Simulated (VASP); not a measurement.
# BaTiO3 (Cmm2) in VASP: a series of runs, part 2 of 2

VASP 6.6.1.

### 3 Single point, r2SCAN+U

The input, POSCAR:

```
BaTiO3
1.0
    2.7091988924      1.5660240193      2.2151551797
   -2.7091988924      1.5660240193      2.2151551797
    0.0000000000     -3.6288724218      2.5654639784
Ba Ti O
1 1 3
Direct
   -0.0057796125     -0.0057796125      0.0286568830
    0.4942196288      0.4942196288      0.5414160894
    0.4942205260      0.9942201973      0.4757870980
    0.4942202604      0.4942202604      0.9494538314
    0.9942201973      0.4942205260      0.4757870980
```

The input, INCAR.step1:

```
SYSTEM = BaTiO3
ALGO = Normal
EDIFF = 1E-4
ENCUT = 520
GGA = PE
ISMEAR = 0
LASPH = .TRUE.
LCHARG = .FALSE.
LDAU = .TRUE.
LDAUJ = 0 0 0
LDAUL = -1 2 -1
LDAUTYPE = 2
LDAUU = 0 4 0
LMAXMIX = 4
LREAL = .FALSE.
LWAVE = .TRUE.
NBANDS = 28
NELM = 150
PREC = Accurate
SIGMA = 0.02
```

The input, INCAR.step2:

```
SYSTEM = BaTiO3
ALGO = Normal
EDIFF = 1E-7
ENCUT = 520
ISIF = 2
ISMEAR = 0
ISTART = 1
LASPH = .TRUE.
LCHARG = .TRUE.
LDAU = .TRUE.
LDAUJ = 0 0 0
LDAUL = -1 2 -1
LDAUPRINT = 1
LDAUTYPE = 2
LDAUU = 0 4 0
LELF = .TRUE.
LMAXMIX = 4
LMIXTAU = .TRUE.
LREAL = .FALSE.
LVHAR = .TRUE.
LWAVE = .FALSE.
METAGGA = R2SCAN
NBANDS = 28
NELM = 150
PREC = Accurate
SIGMA = 0.02
```

The input, KPOINTS:

```
k-points
0
G
  6 6 6
  0 0 0
```

Potentials or basis: VASP PAW PBE potentials, release 64 (Ba_sv, Ti_sv, O).

The run is started by

```bash
$ cat potpaw_PBE.64/Ba_sv/POTCAR potpaw_PBE.64/Ti_sv/POTCAR potpaw_PBE.64/O/POTCAR > POTCAR
$ cp INCAR.step1 INCAR
$ mpirun -np 1 vasp_std > vasp.out
$ cp INCAR.step2 INCAR
$ mpirun -np 1 vasp_std > vasp.out
```

OUTCAR:

```text
SYSTEM = BaTiO3
   EDIFF = 1E-7
   ENCUT = 520
   ISIF = 2
   ISMEAR = 0
   ISTART = 1
   LASPH = .TRUE.
   LREAL = .FALSE.
   METAGGA = R2SCAN
   NELM = 150
   PREC = Accurate

 ion  position               nearest neighbor table
   1  0.994  0.994  0.029-   4 2.73   4 2.73   4 2.74   4 2.74   5 2.76   3 2.76   3 2.76   5 2.76
                             5 3.12   3 3.12   3 3.12   5 3.12   2 3.47   2 3.47   2 3.47   2 3.47
   2  0.494  0.494  0.541-   4 1.81   3 1.94   5 1.94   3 1.94   5 1.94   1 3.47   1 3.47   1 3.47
                             1 3.47   1 3.54   1 3.54   1 3.54   1 3.54
   3  0.494  0.994  0.476-   2 1.94   2 1.94   1 2.76   1 2.76   1 3.12   1 3.12
   4  0.494  0.494  0.949-   2 1.81   1 2.73   1 2.73   1 2.74   1 2.74
   5  0.994  0.494  0.476-   2 1.94   2 1.94   1 2.76   1 2.76   1 3.12   1 3.12

  LATTYP: Found a base centered orthorhombic cell.
 ALAT       =     5.4183977848
 B/A-ratio  =     1.0013332872
 C/A-ratio  =     0.8201932456

  Lattice vectors:

 A1 = (   2.7091988924,  -1.5660240193,  -2.2151551797)
 A2 = (   2.7091988924,   1.5660240193,   2.2151551797)
 A3 = (   0.0000000000,  -3.6288724218,   2.5654639784)

Analysis of symmetry for initial positions (statically):
[... 223 lines left out ...]
 fundamental gap:      2.9004373152
 Fermi energy:         4.0643479936

 k-point     1 :       0.0000    0.0000    0.0000
  band No.  band energies     occupation
      1     -55.8150      2.00000
      2     -31.1054      2.00000
      3     -30.9388      2.00000
      4     -30.9379      2.00000
      5     -22.1379      2.00000
      6     -14.4548      2.00000
[... 733 lines left out ...]
     27      12.2612      0.00000
     28      12.8052      0.00000

 [... further k-points ...]

------------------------ aborting loop because EDIFF is reached ----------------------------------------

  FORCE on cell =-STRESS in cart. coord.  units (eV):
  Direction    XX          YY          ZZ          XY          YZ          ZX
  --------------------------------------------------------------------------------------
  -------------------------------------------------------------------------------------
  Total        5.9390764      3.0966646      4.4442782      0.0000000      1.9046199      0.0000000
  in kB      145.6639205     75.9499074    109.0019633      0.0000000     46.7133905      0.0000000
  external PRESSURE =     110.2052637 kB  Pullay stress =       0.0000000 kB

 VOLUME and BASIS-vectors are now :
 -----------------------------------------------------------------------------
  energy-cutoff  :      520.00
  volume of cell :       65.32
      direct lattice vectors                 reciprocal lattice vectors
     2.709198892  1.566024019  2.215155180     0.184556402  0.106396982  0.150499511
    -2.709198892  1.566024019  2.215155180    -0.184556402  0.106396982  0.150499511
     0.000000000 -3.628872422  2.565463978     0.000000000 -0.183737388  0.129894811

 POSITION                                       TOTAL-FORCE (eV/Angst)
 -----------------------------------------------------------------------------------
      0.00000      3.00995      4.47822         0.000000      0.076426     -0.054030
      0.00000     -0.41681      3.57853         0.000000      0.540995     -0.382461
     -1.35460      0.60436      4.51774         0.000000     -0.019284      0.013633
      0.00000     -1.89753      4.62534         0.000000     -0.578853      0.409226
      1.35460      0.60436      4.51774         0.000000     -0.019284      0.013633
 -----------------------------------------------------------------------------------
    total drift:                                0.000000      0.001638      0.009428

  FREE ENERGIE OF THE ION-ELECTRON SYSTEM (eV)
  ---------------------------------------------------
  free  energy   TOTEN  =       -71.3026935152 eV

  energy  without entropy=      -71.3026935152  energy(sigma->0) =      -71.30269352
```

OSZICAR.step1:

```text
N       E                     dE             d eps       ncg     rms          rms(c)
DAV:   1     0.438425463505E+03    0.43843E+03   -0.20730E+04  2912   0.154E+03
DAV:   2    -0.417221444570E+01   -0.44260E+03   -0.42312E+03  3420   0.429E+02
DAV:   3    -0.463746318131E+02   -0.42202E+02   -0.41899E+02  4032   0.133E+02
DAV:   4    -0.484006452766E+02   -0.20260E+01   -0.20210E+01  4480   0.247E+01
DAV:   5    -0.484573051224E+02   -0.56660E-01   -0.56652E-01  3948   0.317E+00    0.250E+01
DAV:   6    -0.367702692604E+02    0.11687E+02   -0.55253E+01  4284   0.711E+01    0.935E+00
DAV:   7    -0.370084270129E+02   -0.23816E+00   -0.76385E+00  3852   0.178E+01    0.647E+00
DAV:   8    -0.369836415905E+02    0.24785E-01   -0.11278E+00  3840   0.966E+00    0.202E+00
DAV:   9    -0.369878553422E+02   -0.42138E-02   -0.18857E-01  3676   0.359E+00    0.102E+00
DAV:  10    -0.369849300788E+02    0.29253E-02   -0.95386E-02  3704   0.205E+00    0.757E-01
DAV:  11    -0.369786715038E+02    0.62586E-02   -0.38807E-02  4376   0.174E+00    0.232E-01
DAV:  12    -0.369780282417E+02    0.64326E-03   -0.33391E-03  3824   0.563E-01    0.447E-02
DAV:  13    -0.369780628314E+02   -0.34590E-04   -0.30347E-04  3344   0.117E-01
   1 F= -.36978063E+02 E0= -.36978063E+02  d E =-.164071E-73
```

Run time: 10 min. Hardware: 1 thread of Intel Xeon 8259CL, shared host; peak memory 0.25 GiB.

Results:

```yaml
Free_energy: -71.3027 eV
Pressure: 11.0 GPa
Largest_force: 0.709 eV/Å
Band_gap_on_the_k_mesh: 2.90 eV (least direct gap 3.71 eV)
```

Forces on the atoms (eV/Å):
```
Ba   0.000  0.076 -0.054
Ti   0.000  0.541 -0.382
O    0.000 -0.019  0.014
O    0.000 -0.579  0.409
O    0.000 -0.019  0.014
```

Levels at points of the mesh, in eV from the valence-band top:
```
           k point  band 17  band 18  band 19  band 20  band 21  band 22  band 23  band 24
(0.00, 0.00, 0.00)    -1.88    -1.67    -0.83    -0.81     2.90     3.66     3.66     4.37
(0.50, 0.00, 0.00)    -2.30    -2.25    -1.99    -1.95     3.74     4.47     4.55     4.55
(0.50, 0.50, 0.00)    -2.51    -1.10    -1.09    -0.03     3.88     4.63     4.63     5.24
(0.00, 0.00, 0.50)    -2.17    -2.16    -0.87    -0.86     3.00     4.30     4.30     4.93
(0.50, 0.00, 0.50)    -2.25    -1.77    -1.53    -1.04     4.34     4.51     4.67     5.63
(0.50, 0.50, 0.50)    -2.64    -0.99    -0.99     0.00     4.76     4.76     5.27     5.96
```

Eigenvalues of the final occupation matrices:
```tsv
site	spin	trace	eigenvalues
site 2 d	1	0.84	0.10 0.12 0.12 0.25 0.25
site 2 d	2	0.84	0.10 0.12 0.12 0.25 0.25
```

Caveat: the cell stands under pressure; the PAW data sets were made with another functional, which shifts forces and pressure a little; spin-orbit coupling is left out, which moves the levels of the heavy elements. A k mesh can miss the band edges.
